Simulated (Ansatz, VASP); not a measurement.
NaF in VASP and in Ansatz

```
CELL_PARAMETERS angstrom
0.00000 2.39583 2.39583
2.39583 0.00000 2.39583
2.39583 2.39583 0.00000
ATOMIC_POSITIONS crystal
Na 0.00000 0.00000 0.00000
F 0.50000 0.50000 0.50000
```

Alike in both runs: task single point; functional PBE; k mesh 8 × 8 × 8; no spin polarisation.

```csv
,VASP,Ansatz
version,VASP 6.6.1,Ansatz 0.2.0
potentials or method,"VASP PAW PBE potentials, release 64 (Na_pv, F)","plane waves, PAW"
plane-wave cutoff (eV),520,420
occupations,"gaussian, width 0.01 eV",fixed
valence electrons in the cell,14,16
```

```tsv
	VASP	Ansatz	Ansatz less VASP
gap on the k mesh at the Fermi level (eV)	5.79	5.80	+0.014
pressure (GPa)	-2.4	-2.3	+0.17
```

VASP's potentials hold 14 valence electrons a cell and Ansatz's 16, so a difference there can come from the potentials and not from the codes.
